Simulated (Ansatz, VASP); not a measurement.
# Two plane-wave programs on Al

```
Al
1.0
     1.42275   -2.46427    0.00000
     1.42275    2.46427    0.00000
     0.00000    0.00000    4.65404
Al
2
Cartesian
  1.4227 -0.8214 1.1635
  1.4227 0.8214 3.4905
```

Alike in both runs: task single point; functional PBEsol; k mesh 13 × 13 × 7; occupations fermi-dirac, width 0.1 eV; no spin polarisation.

|  | VASP | Ansatz |
| --- | --- | --- |
| version | VASP 6.6.1 | Ansatz 0.2.0 |
| potentials or method | VASP PAW PBE potentials, release 64 (Al) | PAW with Ansatz's default frozen-core files, scalar-relativistic |
| plane-wave cutoff (eV) | 520 | 420 |
| valence electrons in the cell | 6 | 6 |

```tsv
	VASP	Ansatz	Ansatz less VASP
pressure (GPa)	0.0	-0.1	-0.06
traceless stress, the component that is largest in VASP (GPa)	-0.21	-0.21	+0.001
```

VASP's potentials were made for PBE, not for PBEsol.
